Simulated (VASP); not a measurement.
# MgO (Cc) in VASP: further runs

MgO is run at these levels: PBE; tasks: single point.

All numbers are computed with VASP 6.6.1; they aren't measurements. Logs are shortened: lines on timing, memory, paths and dates and some standing lists are left out, and cuts for length are marked.

**1. The cell of the first run**

It takes space group Cc (No. 9, monoclinic). Conventional cell: a = 3.208 Å, b = 5.819 Å, c = 5.197 Å, α = 90.00°, β = 93.97°, γ = 90.00°. Within 2.5 Å of Mg (site symmetry 1) lie 4 O at 1.90 to 2.12 Å. Within 2.5 Å of O (site symmetry 1) lie 4 Mg at 1.90 to 2.12 Å.

**2. Single point, PBE (strained and its atoms moved)**

The input, INCAR:

```
PREC = Accurate
ENCUT = 520
EDIFF = 1E-6
ISMEAR = 0
SIGMA = 0.02
LREAL = F
LASPH = T
NELM = 100
ALGO = Normal
ISIF = 2
LWAVE = F
LCHARG = F
GGA = PE
NBANDS = 16
```

The input, KPOINTS:

```
Automatic mesh
0
Gamma
  9 9 6
```

The input, POSCAR:

```
MgO
1.0
    3.2055432907      0.0000000000      0.1151771429
   -1.6027716454      2.9097454447     -0.0575885714
    0.1735039397      0.0000000000      5.1942555104
Mg O
2 2
Direct
    0.3404437583      0.6763350241     -0.0017788986
    0.6641087442      0.3236649759      0.4982211014
    0.3289251220      0.6624027565      0.4063788986
    0.6665223755      0.3375972435      0.9063788986
```

Potentials or basis: VASP PAW PBE potentials, release 64 (Mg, O).

On the command line:

```sh
$ cat potpaw_PBE.64/Mg/POTCAR potpaw_PBE.64/O/POTCAR > POTCAR
$ mpirun -np 1 vasp_std > vasp.out
```

OUTCAR:

```text
PREC = Accurate
   ENCUT = 520
   EDIFF = 1E-6
   ISMEAR = 0
   LREAL = F
   LASPH = T
   NELM = 100
   ISIF = 2
   GGA = PE

 ion  position               nearest neighbor table
   1  0.340  0.676  0.998-   4 1.90   4 1.98   4 1.98   3 2.12   2 3.13   2 3.13   2 3.21   2 3.21
                             2 3.31   2 3.31
   2  0.664  0.324  0.498-   3 1.90   3 1.98   3 1.98   4 2.12   1 3.13   1 3.13   1 3.21   1 3.21
                             1 3.31   1 3.31
   3  0.329  0.662  0.406-   2 1.90   2 1.98   2 1.98   1 2.12
   4  0.667  0.338  0.906-   1 1.90   1 1.98   1 1.98   2 2.12

  LATTYP: Found a base centered monoclinic cell.
 ALAT       =     3.2076118161
 B/A-ratio  =     1.8142752998
 C/A-ratio  =     1.6202560597
 COS(beta)  =    -0.0692503236

  Lattice vectors:

 A1 = (  -1.6027716454,   2.9097454447,  -0.0575885714)
 A2 = (  -1.6027716453,  -2.9097454447,  -0.0575885715)
 A3 = (   0.1735039397,   0.0000000000,   5.1942555104)

Analysis of symmetry for initial positions (statically):
=====================================================================
 Subroutine PRICEL returns:
 Original cell was already a primitive cell.

 Routine SETGRP: Setting up the symmetry group for a
 base centered monoclinic supercell.

 Subroutine GETGRP returns: Found  2 space group operations
 (whereof  1 operations were pure point group operations)
 out of a pool of  4 trial point group operations.

The static configuration has the point symmetry C_1 .
 The point group associated with its full space group is C_1h.

Analysis of symmetry for dynamics (positions and initial velocities):
=====================================================================
 Subroutine PRICEL returns:
 Original cell was already a primitive cell.

 Routine SETGRP: Setting up the symmetry group for a
 base centered monoclinic supercell.

 Subroutine GETGRP returns: Found  2 space group operations
 (whereof  1 operations were pure point group operations)
 out of a pool of  4 trial point group operations.

The dynamic configuration has the point symmetry C_1 .
 The point group associated with its full space group is C_1h.

 Subroutine INISYM returns: Found  2 space group operations
 (whereof  1 operations are pure point group operations),
 and found     1 'primitive' translations

----------------------------------------------------------------------------------------

                                     Primitive cell

  volume of cell :      48.3903

  direct lattice vectors                    reciprocal lattice vectors
     3.205543291  0.000000000  0.115177143     0.312334460  0.171836337 -0.010432921
    -1.602771645  2.909745445 -0.057588571     0.000000000  0.343672675  0.000000000
     0.173503940  0.000000000  5.194255510    -0.006925688 -0.000000000  0.192751710

  length of vectors
     3.207611816  3.322470759  5.197152482     0.356636212  0.343672675  0.192876092

  position of ions in fractional coordinates (direct lattice)
     0.340443758  0.676335024  0.998221101
     0.664108744  0.323664976  0.498221101
     0.328925122  0.662402757  0.406378899
     0.666522376  0.337597243  0.906378899

  ion indices of the primitive-cell ions
   primitive index   ion index
                 1           1
                 2           2
                 3           3
                 4           4

----------------------------------------------------------------------------------------

 KPOINTS: Automatic mesh

Automatic generation of k-mesh.
 Grid dimensions read from file:
 generate k-points for:    9    9    6

 Generating k-lattice:

  Cartesian coordinates                     Fractional coordinates (reciprocal lattice)
     0.034703829  0.019092926 -0.001159213     0.111111111 -0.000000000  0.000000000
     0.000000000  0.038185853  0.000000000     0.000000000  0.111111111  0.000000000
    -0.001154281 -0.000000000  0.032125285     0.000000000  0.000000000  0.166666667

  Length of vectors
     0.039626246  0.038185853  0.032146015

  Shift w.r.t. Gamma in fractional coordinates (k-lattice)
     0.000000000  0.000000000  0.000000000

 Subroutine IBZKPT returns following result:
 ===========================================

 Found    140 irreducible k-points:

 Following reciprocal coordinates:
            Coordinates               Weight
  0.000000  0.000000  0.000000      1.000000
  0.111111  0.000000 -0.000000      4.000000
  0.222222  0.000000  0.000000      4.000000
  0.333333  0.000000 -0.000000      4.000000
  0.444444  0.000000  0.000000      4.000000
  0.000000  0.111111  0.000000      2.000000
[... 16 lines left out ...]
  0.333333  0.333333 -0.000000      2.000000
  0.000000  0.444444  0.000000      2.000000
 [... further k-points ...]
   k-points           NKPTS =    140   k-points in BZ     NKDIM =    140   number of bands    NBANDS=     16
   number of dos      NEDOS =    301   number of ions     NIONS =      4
   total plane-waves  NPLWV =  26880
   dimension x,y,z NGX =    24 NGY =   28 NGZ =   40
   dimension x,y,z NGXF=    48 NGYF=   56 NGZF=   80
   ions per type =               2   2
   NGX,Y,Z   is equivalent  to a cutoff of  12.44, 14.01, 12.80 a.u.
   NGXF,Y,Z  is equivalent  to a cutoff of  24.88, 28.02, 25.59 a.u.
 SYSTEM =  unknown system
   PREC   = accura    normal or accurate (medium, high low for compatibility)
   ISTART =      0    job   : 0-new  1-cont  2-samecut
   ICHARG =      2    charge: 1-file 2-atom 10-const
   ISPIN  =      1    spin polarized calculation?
   LNONCOLLINEAR =      F non collinear calculations
   LSORBIT =      F    spin-orbit coupling
   LASPH  =      T    aspherical Exc in radial PAW
   ENCUT  =  520.0 eV  38.22 Ry    6.18 a.u.   5.96  6.18  9.66*2*pi/ulx,y,z
   NELM   =    100;   NELMIN=  2; NELMDL= -5     # of ELM steps
   EDIFF  = 0.1E-05   stopping-criterion for ELM
   LREAL  =      F    real-space projection
   EDIFFG = 0.1E-04   stopping-criterion for IOM
   NSW    =      0    number of steps for IOM
   IBRION =     -1    ionic relax: 0-MD 1-quasi-New 2-CG
   NFREE  =      0    steps in history (QN), initial steepest desc. (CG)
   ISIF   =      2    stress and relaxation
   ISYM   =      2    0-nonsym 1-usesym 2-fastsym
   POTIM  = 0.5000    time-step for ionic-motion
   TEBEG  =    0.0;   TEEND  =   0.0 temperature during run
   PSTRESS=    0.0 pullay stress
   NELECT =      16.0000    total number of electrons
   NUPDOWN=      -1.0000    fix difference up-down
   EMIN   =  10.00;   EMAX   =-10.00  energy-range for DOS
   EFERMI =   0.00;   METHOD = LEGACY
   ISMEAR =     0;   SIGMA  =   0.02  broadening in eV -4-tet -1-fermi 0-gaus
   EFERMI_NEDOS =   21; number of points for ismear=-14 and -15
   IALGO  =     38    algorithm
   IMIX   =      4    mixing-type and parameters
     AMIX     =   0.40;   BMIX     =  1.00
     AMIX_MAG =   1.60;   BMIX_MAG =  1.00
  volume/ion in A,a.u.               =      12.10        81.64
  Fermi-wavevector in a.u.,A,eV,Ry     =   1.132041  2.139247 17.436084  1.281516
  Thomas-Fermi vector in A             =   2.268741
   LORBIT       =      0    0 simple, 1 ext, 2 COOP (PROOUT), +10 PAW based schemes
   GGA     = PE    functional components
   LHFCALC =     F    Hartree Fock is set to
   AEXX    =    0.0000 exact exchange contribution
   IVDW    =     0    specifies the selected vdW correction
   LEPSILON=     F    determine dielectric tensor
   LRPA    =     F    only Hartree local field effects (RPA)
 non-spin polarized calculation
 Gauss-broadening in eV      SIGMA  =   0.02
  energy-cutoff  :      520.00
  volume of cell :       48.39
 maximum number of plane-waves:      1321
   NGX = 11   NGY = 13   NGZ = 19

 number of electron      15.9999997 magnetization

 Free energy of the ion-electron system (eV)
  ---------------------------------------------------
  ext. energy  EPLUGINS =         0.00000000
  ---------------------------------------------------
  free energy    TOTEN  =       -23.37018003 eV

  energy without entropy =      -23.37018003  energy(sigma->0) =      -23.37018003

 E-fermi :   1.1951     XC(G=0):  -9.6380

 val. band max:        1.0497212261   @ k =   0.0000   0.0000   0.0000
 cond. band min:       4.3133149324   @ k =   0.0000   0.0000   0.0000
 fundamental gap:      3.2635937063
 Fermi energy:         1.1951109164

 k-point     1 :       0.0000    0.0000    0.0000
  band No.  band energies     occupation
      1     -15.1702      2.00000
      2     -14.4730      2.00000
      3      -2.2357      2.00000
      4       0.2210      2.00000
      5       0.3889      2.00000
      6       0.4994      2.00000
[... 8 lines left out ...]
     15      17.1721      0.00000
     16      17.5391      0.00000

 k-point     2 :       0.1111    0.0000   -0.0000
  band No.  band energies     occupation
      1     -15.1065      2.00000
      2     -14.4460      2.00000
      3      -2.1075      2.00000
      4       0.0345      2.00000
      5       0.1448      2.00000
      6       0.2769      2.00000
[... 8 lines left out ...]
     15      17.0293      0.00000
     16      17.3832      0.00000

 k-point     3 :       0.2222    0.0000    0.0000
  band No.  band energies     occupation
      1     -14.9360      2.00000
      2     -14.3822      2.00000
      3      -1.7472      2.00000
      4      -0.7691      2.00000
      5      -0.3472      2.00000
      6       0.0120      2.00000
[... 8 lines left out ...]
     15      16.0012      0.00000
     16      16.3103      0.00000
[... 362 lines left out ...]
 k-point    23 :       0.3333    0.3333   -0.0000
  band No.  band energies     occupation
      1     -14.4010      2.00000
      2     -14.3626      2.00000
      3      -1.6631      2.00000
      4      -0.9229      2.00000
      5      -0.9048      2.00000
      6      -0.4456      2.00000
[... 8 lines left out ...]
     15      14.2659      0.00000
     16      17.8715      0.00000

 k-point    24 :       0.0000    0.4444    0.0000
  band No.  band energies     occupation
      1     -14.6131      2.00000
      2     -14.3307      2.00000
      3      -2.0801      2.00000
      4      -1.2280      2.00000
      5      -0.8632      2.00000
      6       0.0191      2.00000
[... 8 lines left out ...]
     15      15.7736      0.00000
     16      17.4317      0.00000

 [... further k-points ...]

------------------------ aborting loop because EDIFF is reached ----------------------------------------

  FORCE on cell =-STRESS in cart. coord.  units (eV):
  Direction    XX          YY          ZZ          XY          YZ          ZX
  --------------------------------------------------------------------------------------
  -------------------------------------------------------------------------------------
  Total        2.6399068      0.3081985     -1.6866931     -0.0000000      0.0000000     -1.4537331
  in kB       87.4059042     10.2042870    -55.8455069     -0.0000000      0.0000000    -48.1323264
  external PRESSURE =      13.9215614 kB  Pullay stress =       0.0000000 kB

 VOLUME and BASIS-vectors are now :
 -----------------------------------------------------------------------------
  energy-cutoff  :      520.00
  volume of cell :       48.39
      direct lattice vectors                 reciprocal lattice vectors
     3.205543291  0.000000000  0.115177143     0.312334460  0.171836337 -0.010432921
    -1.602771645  2.909745445 -0.057588571     0.000000000  0.343672675  0.000000000
     0.173503940  0.000000000  5.194255510    -0.006925688 -0.000000000  0.192751710

 POSITION                                       TOTAL-FORCE (eV/Angst)
 -----------------------------------------------------------------------------------
      0.18049      1.96796      5.18528        -0.485304      0.256129      0.590845
      1.69651      0.94178      2.64574        -0.485304     -0.256129      0.590845
      0.06321      1.92742      2.11057         0.485304      0.398121     -0.590845
      1.75274      0.98232      4.76529         0.485304     -0.398121     -0.590845
 -----------------------------------------------------------------------------------
    total drift:                               -0.000032      0.000006     -0.000408

  FREE ENERGIE OF THE ION-ELECTRON SYSTEM (eV)
  ---------------------------------------------------
  free  energy   TOTEN  =       -23.3701800258 eV

  energy  without entropy=      -23.3701800258  energy(sigma->0) =      -23.37018003
```

Wall time 2.1 min (1 thread of Intel Xeon 8259CL, shared host); peak memory 0.24 GiB.

What came out:

| Item | Value |
| --- | --- |
| Free energy | -23.3702 eV |
| Pressure | 1.4 GPa |
| Largest force | 0.862 eV/Å |
| Band gap on the k mesh | 3.26 eV |

Forces in eV/Å, atoms in the order of the input:
```
Mg  -0.485  0.256  0.591
Mg  -0.485 -0.256  0.591
O    0.485  0.398 -0.591
O    0.485 -0.398 -0.591
```

Stress tensor (GPa, compression positive):
```
 8.74  0.00 -4.81
 0.00  1.02  0.00
-4.81  0.00 -5.58
```

Levels at points of the mesh, in eV from the valence-band top:
```csv
k point,band 5,band 6,band 7,band 8,band 9,band 10,band 11,band 12
"(0.00, 0.00, 0.00)",-0.66,-0.55,-0.40,0.00,3.26,8.40,9.78,13.97
"(0.00, 0.00, 0.50)",-0.72,-0.72,-0.49,-0.49,5.76,5.76,12.61,12.61
```

Caveat: the cell differs from its parent crystal (strained and its atoms moved); the stress differs along the axes, from -6 to 9 GPa. A k mesh can miss the band edges.

**3. Single point, PBE (strained and its atoms moved)**

The input, INCAR:

```
SYSTEM = MgO
  PREC = Accurate
  ENCUT = 520
  EDIFF = 1E-6
  ISMEAR = 0
  SIGMA = 0.02
  LREAL = .FALSE.
  LASPH = .TRUE.
  NELM = 80
  ALGO = Normal
  ISIF = 2
  LWAVE = .FALSE.
  LCHARG = .FALSE.
  GGA = PE
  NBANDS = 16
```

The input, KPOINTS:

```
Automatic mesh
0
G
  9 9 6
  0 0 0
```

The input, POSCAR:

```
MgO
1.0
    3.5457822602     -0.0520976450      0.1145817412
   -1.8180090142      3.0446787608      0.1145867830
    0.1726070210      0.2989729002      5.0502502302
Mg O
2 2
Direct
    0.3400122447      0.6712981714      0.0109405824
    0.6712981714      0.3400122447      0.5109405824
    0.3059919669      0.6826976171      0.3936594176
    0.6826976171      0.3059919669      0.8936594176
```

Potentials or basis: VASP PAW PBE potentials, release 64 (Mg, O).

On the command line:

```sh
$ cat potpaw_PBE.64/Mg/POTCAR potpaw_PBE.64/O/POTCAR > POTCAR
$ mpirun -np 1 vasp_std > vasp.out
```

OUTCAR:

```text
SYSTEM = MgO
   PREC = Accurate
   ENCUT = 520
   EDIFF = 1E-6
   ISMEAR = 0
   LREAL = .FALSE.
   LASPH = .TRUE.
   NELM = 80
   ISIF = 2
   GGA = PE

 ion  position               nearest neighbor table
   1  0.340  0.671  0.011-   3 1.94   4 1.94   4 2.14   4 2.27   2 3.05   2 3.05   2 3.26   2 3.26
                             2 3.42   2 3.42
   2  0.671  0.340  0.511-   4 1.94   3 1.94   3 2.14   3 2.27   1 3.05   1 3.05   1 3.26   1 3.26
                             1 3.42   1 3.42
   3  0.306  0.683  0.394-   1 1.94   2 1.94   2 2.14   2 2.27
   4  0.683  0.306  0.894-   2 1.94   1 1.94   1 2.14   1 2.27

[... 662 lines left out ...]
  -------------------------------------------------------------------------------------
  Total       -4.4090279     -3.0438540      1.1419026      1.1822608     -2.9785474     -1.7196678
  in kB     -131.3068219    -90.6500927     34.0074050     35.2093270    -88.7051735    -51.2140368
  external PRESSURE =     -62.6498365 kB  Pullay stress =       0.0000000 kB

 VOLUME and BASIS-vectors are now :
 -----------------------------------------------------------------------------
  energy-cutoff  :      520.00
  volume of cell :       53.80
      direct lattice vectors                 reciprocal lattice vectors
     3.545782260 -0.052097645  0.114581741     0.285180320  0.171031984 -0.019871897
    -1.818009014  3.044678761  0.114586783     0.005527398  0.332490234 -0.019872211
     0.172607021  0.298972900  5.050250230    -0.006595678 -0.011424410  0.198911738

 POSITION                                       TOTAL-FORCE (eV/Angst)
 -----------------------------------------------------------------------------------
     -0.01293      2.02944      0.17113         0.087644     -0.848142     -0.611326
      1.85032      1.15301      2.69626        -0.778336     -0.348170     -0.611326
     -0.08822      2.18035      2.10137         1.084054      0.171664      0.611325
      2.01865      1.16326      4.62649        -0.393362      1.024648      0.611327
 -----------------------------------------------------------------------------------
    total drift:                               -0.000437     -0.000552     -0.000575

  FREE ENERGIE OF THE ION-ELECTRON SYSTEM (eV)
  ---------------------------------------------------
  free  energy   TOTEN  =       -22.8250218523 eV

  energy  without entropy=      -22.8250218523  energy(sigma->0) =      -22.82502185
```

OSZICAR:

```text
N       E                     dE             d eps       ncg     rms          rms(c)
DAV:   1     0.632933347454E+02    0.63293E+02   -0.72570E+03  4488   0.865E+02
DAV:   2    -0.226982344135E+02   -0.85992E+02   -0.78425E+02  6216   0.191E+02
DAV:   3    -0.273152241673E+02   -0.46170E+01   -0.46042E+01  5176   0.469E+01
DAV:   4    -0.273357989606E+02   -0.20575E-01   -0.20574E-01  5720   0.370E+00
DAV:   5    -0.273359095159E+02   -0.11056E-03   -0.11056E-03  5344   0.261E-01    0.118E+01
DAV:   6    -0.229516803986E+02    0.43842E+01   -0.13777E+01  4784   0.268E+01    0.441E+00
DAV:   7    -0.228471051678E+02    0.10458E+00   -0.26852E-01  4576   0.411E+00    0.227E+00
DAV:   8    -0.228269916123E+02    0.20114E-01   -0.14723E-01  5432   0.389E+00    0.555E-01
DAV:   9    -0.228237335461E+02    0.32581E-02   -0.75590E-03  5592   0.761E-01    0.135E-01
DAV:  10    -0.228249806537E+02   -0.12471E-02   -0.12850E-03  4600   0.251E-01    0.440E-02
DAV:  11    -0.228250109580E+02   -0.30304E-04   -0.72269E-05  5600   0.727E-02    0.139E-02
DAV:  12    -0.228250216831E+02   -0.10725E-04   -0.16013E-05  4576   0.309E-02    0.103E-02
DAV:  13    -0.228250218523E+02   -0.16923E-06   -0.25005E-06  5176   0.135E-02
   1 F= -.22825022E+02 E0= -.22825022E+02  d E =-.549258E-36
```

stdout:

```text
POSCAR found type information on POSCAR MgO
 POSCAR found :  2 types and       4 ions
 scaLAPACK will be used
 LDA part: xc-table for (Slater+PW92), standard interpolation
 POSCAR, INCAR and KPOINTS ok, starting setup
 FFT: planning ... GRIDC
 FFT: planning ... GRID_SOFT
 FFT: planning ... GRID
 WAVECAR not read
 entering main loop
```

Run time: 2.8 min. Hardware: 1 thread of Intel Xeon 8259CL, shared host; peak memory 0.26 GiB.

Results:

- Free energy: -22.8250 eV
- Pressure: -6.3 GPa
- Largest force: 1.256 eV/Å
- Band gap on the k mesh: 2.45 eV

Forces on the atoms (eV/Å):
```
Mg   0.088 -0.848 -0.611
Mg  -0.778 -0.348 -0.611
O    1.084  0.172  0.611
O   -0.393  1.025  0.611
```

Stress tensor (GPa, compression positive):
```
-13.13   3.52  -5.12
  3.52  -9.07  -8.87
 -5.12  -8.87   3.40
```

Caveat: the cell differs from its parent crystal (strained and its atoms moved); the stress differs along the axes, from -13 to 3 GPa; forces of over 1 eV/Å act on the atoms, so gaps and moduli don't describe the material at rest. A k mesh can miss the band edges.
